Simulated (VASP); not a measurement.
TiO2, 6 atoms in the cell. It takes space group P4_2/mnm (No. 136, tetragonal). The conventional cell has a = 4.413 Å, b = 4.413 Å, c = 2.932 Å, α = 90.00°, β = 90.00°, γ = 90.00°. Within 2.5 Å of Ti (site symmetry mmm) lie 6 O at 1.90 Å. O (site symmetry m2m) has 3 Ti at 1.90 Å and 1 O at 2.43 Å within 2.5 Å. 

```yaml
Program: VASP 6.6.1
Task: single point
Functional: PBE
Potentials_or_basis: VASP PAW PBE potentials, release 64 (Ti_sv, O)
Cutoff: 520 eV
k_mesh: 8 × 8 × 10
Occupations: gaussian, width 0.05 eV
Spin: no spin polarisation
Dipole_correction: no
Further_INCAR_settings: ALGO = Normal; EDIFF = 1e-06; NBANDS = 33
```

Potentials or basis: VASP PAW PBE potentials, release 64 (Ti_sv, O).

The run is started by

```console
$ cat potpaw_PBE.64/Ti_sv/POTCAR potpaw_PBE.64/O/POTCAR > POTCAR
$ mpirun -np 1 vasp_std > vasp.out
```

Hardware: 1 thread of Intel(R) Xeon(R) 6975P-C (Granite Rapids) (shared host).

Q: How long does it take, and how much memory?

A: Run time: 62 s on 1 thread of Intel(R) Xeon(R) 6975P-C (Granite Rapids), with other jobs on the host, peak memory 0.26 GiB. Counts: scf iterations 15, k points 90.
